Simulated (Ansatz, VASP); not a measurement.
**One calculation of LiF, two programs**

```
Li F
1.0
     6.12188    0.00000    0.00000
    -3.06094    5.30170    0.00000
     0.00000    0.00000    9.61465
Li F
16 16
Direct
  0.16667 0.33333 0.19058
  0.16667 0.33333 0.69058
  0.16667 0.83333 0.19058
  0.16667 0.83333 0.69058
  0.66667 0.33333 0.19058
  0.66667 0.33333 0.69058
  0.66667 0.83333 0.19058
  0.66667 0.83333 0.69058
  0.33333 0.16667 0.44058
  0.33333 0.16667 0.94058
  0.33333 0.66667 0.44058
  0.33333 0.66667 0.94058
  0.83333 0.16667 0.44058
  0.83333 0.16667 0.94058
  0.83333 0.66667 0.44058
  0.83333 0.66667 0.94058
  0.16667 0.33333 0.49692
  0.16667 0.33333 0.99692
  0.16667 0.83333 0.49692
  0.16667 0.83333 0.99692
  0.66667 0.33333 0.49692
  0.66667 0.33333 0.99692
  0.66667 0.83333 0.49692
  0.66667 0.83333 0.99692
  0.33333 0.16667 0.24692
  0.33333 0.16667 0.74692
  0.33333 0.66667 0.24692
  0.33333 0.66667 0.74692
  0.83333 0.16667 0.24692
  0.83333 0.16667 0.74692
  0.83333 0.66667 0.24692
  0.83333 0.66667 0.74692
```

Alike in both runs: task electric field gradients; functional PBE; k mesh 4 × 4 × 2; no spin polarisation.

```csv
,VASP,Ansatz
version,VASP 6.6.1,Ansatz 0.2.0
potentials or method,"VASP PAW PBE potentials, release 64 (Li_sv, F)","plane-wave PAW, scalar-relativistic"
plane-wave cutoff (eV),520,420
occupations,"gaussian, width 0.01 eV",fixed
valence electrons in the cell,160,160
```

|  | VASP | Ansatz | Ansatz less VASP |
| --- | --- | --- | --- |
| gap on the k mesh at the Fermi level (eV) | 7.91 | 7.92 | +0.013 |
| rms of the force components (eV/Å) | 0.003 | 0.001 | -0.0024 |
| size of Vzz on the site where it differs most (V/Å²) | 0.7 | 0.9 | +0.15 |

Atom by atom the forces differ by 0.002 eV/Å (rms over components).

Noted on VASP's run: the cutoff is under 1.25 times that of the potentials, so the pressure is a little rough.
